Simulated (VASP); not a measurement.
# GaGe (F-43m) in VASP: a series of runs, part 2 of 2

VASP 6.6.1. The steps go on from the part before.

### Step 3. Single point, PBE

Contents of INCAR:

```
PREC     = Accurate       # precision mode
ENCUT    = 520            # plane-wave cutoff, eV
EDIFF    = 1E-7           # SCF threshold, eV
ISMEAR   = 0              # smearing method
SIGMA    = 0.1            # smearing width, eV
LREAL    = F              # projectors in reciprocal space
LASPH    = T              # aspherical terms in the spheres
NELM     = 60             # most SCF steps
ALGO     = Normal         # electronic algorithm
ISIF     = 2              # what is computed and relaxed
LWAVE    = F              # write WAVECAR
LCHARG   = F              # write CHGCAR
GGA      = PE             # functional
NBANDS   = 20             # bands
```

Contents of KPOINTS:

```
Automatic mesh
0
Gamma
  16 16 16
```

Contents of POSCAR:

```
GaGe
1.0
    0.0000000000      2.8992340107      2.8992340107
    2.8992340107      0.0000000000      2.8992340107
    2.8992340107      2.8992340107      0.0000000000
Ga Ge
1 1
Direct
    0.7500000000      0.7500000000      0.7500000000
    0.0000000000      0.0000000000      0.0000000000
```

Potentials or basis: VASP PAW PBE potentials, release 64 (Ga_d, Ge_d).

The run is started by

```
$ cat potpaw_PBE.64/Ga_d/POTCAR potpaw_PBE.64/Ge_d/POTCAR > POTCAR
$ mpirun -np 1 vasp_std > vasp.out
```

OUTCAR:

```text
PREC = Accurate
   ENCUT = 520
   EDIFF = 1E-7
   ISMEAR = 0
   LREAL = F
   LASPH = T
   NELM = 60
   ISIF = 2
   GGA = PE

 ion  position               nearest neighbor table
   1  0.750  0.750  0.750-   2 2.51   2 2.51   2 2.51   2 2.51
   2  0.000  0.000  0.000-   1 2.51   1 2.51   1 2.51   1 2.51

  LATTYP: Found a face centered cubic cell.
 ALAT       =     5.7984680214

  Lattice vectors:

 A1 = (   0.0000000000,   2.8992340107,   2.8992340107)
 A2 = (   2.8992340107,   0.0000000000,   2.8992340107)
 A3 = (   2.8992340107,   2.8992340107,   0.0000000000)

Analysis of symmetry for initial positions (statically):
=====================================================================
 Subroutine PRICEL returns:
 Original cell was already a primitive cell.

 Routine SETGRP: Setting up the symmetry group for a
 face centered cubic supercell.

 Subroutine GETGRP returns: Found 24 space group operations
 (whereof 24 operations were pure point group operations)
 out of a pool of 48 trial point group operations.

The static configuration has the point symmetry T_d .

Analysis of symmetry for dynamics (positions and initial velocities):
=====================================================================
 Subroutine PRICEL returns:
 Original cell was already a primitive cell.

 Routine SETGRP: Setting up the symmetry group for a
 face centered cubic supercell.

 Subroutine GETGRP returns: Found 24 space group operations
 (whereof 24 operations were pure point group operations)
 out of a pool of 48 trial point group operations.

The dynamic configuration has the point symmetry T_d .

 Subroutine INISYM returns: Found 24 space group operations
 (whereof 24 operations are pure point group operations),
 and found     1 'primitive' translations

----------------------------------------------------------------------------------------

                                     Primitive cell

  volume of cell :      48.7394

  direct lattice vectors                    reciprocal lattice vectors
     0.000000000  2.899234011  2.899234011    -0.172459346  0.172459346  0.172459346
     2.899234011  0.000000000  2.899234011     0.172459346 -0.172459346  0.172459346
     2.899234011  2.899234011  0.000000000     0.172459346  0.172459346 -0.172459346

  length of vectors
     4.100136058  4.100136058  4.100136058     0.298708349  0.298708349  0.298708349

  position of ions in fractional coordinates (direct lattice)
     0.750000000  0.750000000  0.750000000
     0.000000000  0.000000000  0.000000000

  ion indices of the primitive-cell ions
   primitive index   ion index
                 1           1
                 2           2

----------------------------------------------------------------------------------------

 KPOINTS: Automatic mesh

Automatic generation of k-mesh.
 Grid dimensions read from file:
 generate k-points for:   16   16   16

 Generating k-lattice:

  Cartesian coordinates                     Fractional coordinates (reciprocal lattice)
    -0.010778709  0.010778709  0.010778709     0.062500000  0.000000000  0.000000000
     0.010778709 -0.010778709  0.010778709     0.000000000  0.062500000  0.000000000
     0.010778709  0.010778709 -0.010778709     0.000000000  0.000000000  0.062500000

  Length of vectors
     0.018669272  0.018669272  0.018669272

  Shift w.r.t. Gamma in fractional coordinates (k-lattice)
     0.000000000  0.000000000  0.000000000

 Subroutine IBZKPT returns following result:
 ===========================================

 Found    145 irreducible k-points:

 Following reciprocal coordinates:
            Coordinates               Weight
  0.000000  0.000000  0.000000      1.000000
  0.062500  0.000000  0.000000      8.000000
  0.125000  0.000000  0.000000      8.000000
  0.187500  0.000000  0.000000      8.000000
  0.250000  0.000000  0.000000      8.000000
  0.312500  0.000000  0.000000      8.000000
[... 16 lines left out ...]
 -0.125000  0.062500  0.000000     24.000000
 -0.062500  0.062500  0.000000     12.000000
 [... further k-points ...]
   k-points           NKPTS =    145   k-points in BZ     NKDIM =    145   number of bands    NBANDS=     20
   number of dos      NEDOS =    301   number of ions     NIONS =      2
   total plane-waves  NPLWV =  27000
   dimension x,y,z NGX =    30 NGY =   30 NGZ =   30
   dimension x,y,z NGXF=    60 NGYF=   60 NGZF=   60
   ions per type =               1   1
   NGX,Y,Z   is equivalent  to a cutoff of  12.16, 12.16, 12.16 a.u.
   NGXF,Y,Z  is equivalent  to a cutoff of  24.33, 24.33, 24.33 a.u.
 SYSTEM =  unknown system
   PREC   = accura    normal or accurate (medium, high low for compatibility)
   ISTART =      0    job   : 0-new  1-cont  2-samecut
   ICHARG =      2    charge: 1-file 2-atom 10-const
   ISPIN  =      1    spin polarized calculation?
   LNONCOLLINEAR =      F non collinear calculations
   LSORBIT =      F    spin-orbit coupling
   LASPH  =      T    aspherical Exc in radial PAW
   ENCUT  =  520.0 eV  38.22 Ry    6.18 a.u.   7.62  7.62  7.62*2*pi/ulx,y,z
   NELM   =     60;   NELMIN=  2; NELMDL= -5     # of ELM steps
   EDIFF  = 0.1E-06   stopping-criterion for ELM
   LREAL  =      F    real-space projection
   EDIFFG = 0.1E-05   stopping-criterion for IOM
   NSW    =      0    number of steps for IOM
   IBRION =     -1    ionic relax: 0-MD 1-quasi-New 2-CG
   NFREE  =      0    steps in history (QN), initial steepest desc. (CG)
   ISIF   =      2    stress and relaxation
   ISYM   =      2    0-nonsym 1-usesym 2-fastsym
   POTIM  = 0.5000    time-step for ionic-motion
   TEBEG  =    0.0;   TEEND  =   0.0 temperature during run
   PSTRESS=    0.0 pullay stress
   NELECT =      27.0000    total number of electrons
   NUPDOWN=      -1.0000    fix difference up-down
   EMIN   =  10.00;   EMAX   =-10.00  energy-range for DOS
   EFERMI =   0.00;   METHOD = LEGACY
   ISMEAR =     0;   SIGMA  =   0.10  broadening in eV -4-tet -1-fermi 0-gaus
   EFERMI_NEDOS =   21; number of points for ismear=-14 and -15
   IALGO  =     38    algorithm
   IMIX   =      4    mixing-type and parameters
     AMIX     =   0.40;   BMIX     =  1.00
     AMIX_MAG =   1.60;   BMIX_MAG =  1.00
  volume/ion in A,a.u.               =      24.37       164.45
  Fermi-wavevector in a.u.,A,eV,Ry     =   1.344527  2.540787 24.595966  1.807752
  Thomas-Fermi vector in A             =   2.472513
   LORBIT       =      0    0 simple, 1 ext, 2 COOP (PROOUT), +10 PAW based schemes
   GGA     = PE    functional components
   LHFCALC =     F    Hartree Fock is set to
   AEXX    =    0.0000 exact exchange contribution
   IVDW    =     0    specifies the selected vdW correction
   LEPSILON=     F    determine dielectric tensor
   LRPA    =     F    only Hartree local field effects (RPA)
 non-spin polarized calculation
 Gauss-broadening in eV      SIGMA  =   0.10
  energy-cutoff  :      520.00
  volume of cell :       48.74
 maximum number of plane-waves:      1363
   NGX = 15   NGY = 15   NGZ = 15

 number of electron      26.9999992 magnetization

 Free energy of the ion-electron system (eV)
  ---------------------------------------------------
  ext. energy  EPLUGINS =         0.00000000
  ---------------------------------------------------
  free energy    TOTEN  =        -7.09143964 eV

  energy without entropy =       -7.08474303  energy(sigma->0) =       -7.08809133

 E-fermi :   3.0285     XC(G=0):  -9.5478

 val. band max:        3.0243448374   @ k =   0.2500   0.1875   0.0000
 cond. band min:       3.0383336817   @ k =  -0.3125   0.2500   0.0000
 fundamental gap:      0.0139888443
 Fermi energy:         3.0285168445

 k-point     1 :       0.0000    0.0000    0.0000
  band No.  band energies     occupation
      1     -20.8963      2.00000
      2     -20.8963      2.00000
      3     -20.8963      2.00000
      4     -20.8769      2.00000
      5     -20.8769      2.00000
      6     -11.2955      2.00000
[... 12 lines left out ...]
     19      10.7470      0.00000
     20      13.8048      0.00000
[... 507 lines left out ...]
 k-point    24 :      -0.0625    0.0625    0.0000
  band No.  band energies     occupation
      1     -20.8963      2.00000
      2     -20.8960      2.00000
      3     -20.8959      2.00000
      4     -20.8770      2.00000
      5     -20.8768      2.00000
      6     -11.2985      2.00000
[... 12 lines left out ...]
     19      11.4302      0.00000
     20      12.7254      0.00000

 [... further k-points ...]

------------------------ aborting loop because EDIFF is reached ----------------------------------------

  FORCE on cell =-STRESS in cart. coord.  units (eV):
  Direction    XX          YY          ZZ          XY          YZ          ZX
  --------------------------------------------------------------------------------------
  -------------------------------------------------------------------------------------
  Total        0.0237232      0.0237232      0.0237232      0.0000000     -0.0000000      0.0000000
  in kB        0.7798361      0.7798361      0.7798361      0.0000000     -0.0000000      0.0000000
  external PRESSURE =       0.7798361 kB  Pullay stress =       0.0000000 kB

 VOLUME and BASIS-vectors are now :
 -----------------------------------------------------------------------------
  energy-cutoff  :      520.00
  volume of cell :       48.74
      direct lattice vectors                 reciprocal lattice vectors
     0.000000000  2.899234011  2.899234011    -0.172459346  0.172459346  0.172459346
     2.899234011  0.000000000  2.899234011     0.172459346 -0.172459346  0.172459346
     2.899234011  2.899234011  0.000000000     0.172459346  0.172459346 -0.172459346

 POSITION                                       TOTAL-FORCE (eV/Angst)
 -----------------------------------------------------------------------------------
      4.34885      4.34885      4.34885        -0.000000      0.000000      0.000000
      0.00000      0.00000      0.00000         0.000000     -0.000000     -0.000000
 -----------------------------------------------------------------------------------
    total drift:                                0.000000      0.000000      0.000000

  FREE ENERGIE OF THE ION-ELECTRON SYSTEM (eV)
  ---------------------------------------------------
  free  energy   TOTEN  =        -7.0914396386 eV

  energy  without entropy=       -7.0847430275  energy(sigma->0) =       -7.08809133
```

Run time: 89 s. Hardware: 1 thread of Intel Xeon Platinum 8488C (Sapphire Rapids), shared host; peak memory 0.28 GiB.

Results:

```
Free energy            : -7.0914 eV
Pressure               : 0.1 GPa
Band gap on the k mesh : zero (an odd number of electrons rules out a gap without spin polarisation)
```

### Step 4. Relaxation of cell and atoms, PBE

Contents of INCAR:

```
PREC     = Accurate       # precision mode
ENCUT    = 600            # plane-wave cutoff, eV
EDIFF    = 1E-6           # SCF threshold, eV
ISMEAR   = 0              # smearing method
SIGMA    = 0.1            # smearing width, eV
LREAL    = F              # projectors in reciprocal space
LASPH    = T              # aspherical terms in the spheres
NELM     = 80             # most SCF steps
ALGO     = Normal         # electronic algorithm
ISIF     = 3              # what is computed and relaxed
LWAVE    = F              # write WAVECAR
LCHARG   = F              # write CHGCAR
GGA      = PE             # functional
IBRION   = 2              # ionic algorithm
NSW      = 100            # ionic steps
EDIFFG   = -0.01          # ionic threshold
```

Contents of KPOINTS:

```
regular mesh
0
Gamma
  16 16 16
```

Contents of POSCAR:

```
GaGe
1.0
    0.0000000000      2.8978440000      2.8978440000
    2.8978440000      0.0000000000      2.8978440000
    2.8978440000      2.8978440000      0.0000000000
Ga Ge
1 1
Direct
    0.7500000000      0.7500000000      0.7500000000
    0.0000000000      0.0000000000      0.0000000000
```

The run is started by

```
$ cat potpaw_PBE.64/Ga_d/POTCAR potpaw_PBE.64/Ge_d/POTCAR > POTCAR
$ mpirun -np 1 vasp_std > vasp.out
```

It took 5.7 min on 1 thread of Intel Xeon Platinum 8488C (Sapphire Rapids), shared host; peak memory 0.33 GiB.

Results (log left out):

```yaml
Free_energy: -7.0913 eV
Relaxed_volume: 24.41 Å³/atom
Relaxed_cell: a = 4.102 Å, b = 4.102 Å, c = 4.102 Å, α = 60.00°, β = 60.00°, γ = 60.00°
Space_group_after_relaxing_to_0.1_Å: F-43m (No. 216)
Energy_gained_by_relaxing: 0.0 meV/atom
Ionic_steps: 6
Pressure_after_relaxing: 0.0 GPa
Band_gap_on_the_k_mesh: zero (an odd number of electrons rules out a gap without spin polarisation)
```

Final structure:
```
Ga Ge
1.0
     0.00000    2.90080    2.90080
     2.90080    0.00000    2.90080
     2.90080    2.90080    0.00000
Ga Ge
1 1
Direct
  0.75000 0.75000 0.75000
  0.00000 0.00000 0.00000
```

Levels at points of the mesh, in eV from the Fermi level:
| k point | band 12 | band 13 | band 14 | band 15 | band 16 | band 17 |
| --- | --- | --- | --- | --- | --- | --- |
| (0.00, 0.00, 0.00) | 1.71 | 1.71 | 1.71 | 2.06 | 4.39 | 4.39 |
| (0.50, 0.00, 0.00) | -5.33 | 0.41 | 0.41 | 2.08 | 5.37 | 5.37 |
| (0.50, 0.50, 0.00) | -5.77 | -1.22 | -1.22 | 2.36 | 2.46 | 11.02 |

### Step 5. The runs side by side

| task | cell | k mesh | cutoff (eV) | gap on the mesh (eV) | pressure (GPa) |
| --- | --- | --- | --- | --- | --- |
| single point | a = 4.098 Å, angles 60.0°, 2 atoms | 6 × 6 × 6 | 520 | none | 0.2 |
| single point | a = 4.100 Å, angles 60.0°, 2 atoms | 16 × 16 × 16 | 520 | none | 0.1 |
| relaxation of cell and atoms | relaxed from a = 4.098 Å, angles 60.0°, 2 atoms | 16 × 16 × 16 | 600 | none | 0.0 |

Alike in all rows: level PBE; potentials or basis VASP PAW PBE potentials, release 64 (Ga_d, Ge_d); no spin polarisation; smearing gaussian 0.1 eV.

Total energies depend on the potentials used, so only differences within one code and one set of settings carry meaning.
